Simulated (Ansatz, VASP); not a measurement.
# SnSe2 in VASP and in Ansatz

```
Se Sn
1.0
     3.82468    0.00000    0.00000
    -1.91234    3.31227    0.00000
     0.00000    0.00000   32.37601
Se Sn
2 1
Cartesian
  1.9123 1.1041 14.5875
  0.0000 2.2082 17.7886
  0.0000 0.0000 16.1880
```

Alike in both runs: task single point; functional r2SCAN; k mesh 12 × 12 × 1; occupations gaussian, width 0.02 eV; no spin polarisation.

```csv
,VASP,Ansatz
version,VASP 6.6.1,Ansatz 0.2.0
potentials or method,"VASP PAW PBE potentials, release 64 (Se, Sn_d), cutoff 520 eV","scalar-relativistic, plane waves, PAW"
valence electrons in the cell,26,46
```

```csv
,VASP,Ansatz,Ansatz less VASP
gap on the k mesh at the Fermi level (eV),1.06,1.06,-0.003
least direct gap on the mesh (eV),1.40,1.40,-0.002
rms of the force components (eV/Å),0.106,0.113,+0.0062
```

VASP's potentials were made for PBE, not for r2SCAN. VASP's potentials hold 26 valence electrons a cell and Ansatz's 46, so a difference there can come from the potentials and not from the codes. Ansatz's warnings: xc potential rough in thin density.
